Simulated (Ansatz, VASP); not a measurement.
**SiW: VASP beside Ansatz**

```
W Si
1.0
     0.00000    2.69577    2.69577
     2.69577    0.00000    2.69577
     2.69577    2.69577    0.00000
W Si
1 1
Direct
  0.00000 0.00000 0.00000
  0.25000 0.25000 0.25000
```

Change from the starting cell: volume scaled by 0.9, PAW files.

Alike in both runs: task single point; functional PBE; k mesh 11 × 11 × 11; occupations fermi-dirac, width 0.08 eV; no spin polarisation.

|  | VASP | Ansatz |
| --- | --- | --- |
| version | VASP 6.6.1 | Ansatz 0.2.0 |
| potentials or method | VASP PAW PBE potentials, release 64 (W_sv, Si) | PAW with Ansatz's default frozen-core files, scalar-relativistic |
| plane-wave cutoff (eV) | 520 | 420 |
| valence electrons in the cell | 18 | 18 |

VASP gave:

- pressure (GPa): 14.4

**Question.** What did Ansatz give for the same quantities?

**Answer.** Pressure (GPa): 14.3.

Neither program's run includes spin-orbit coupling.
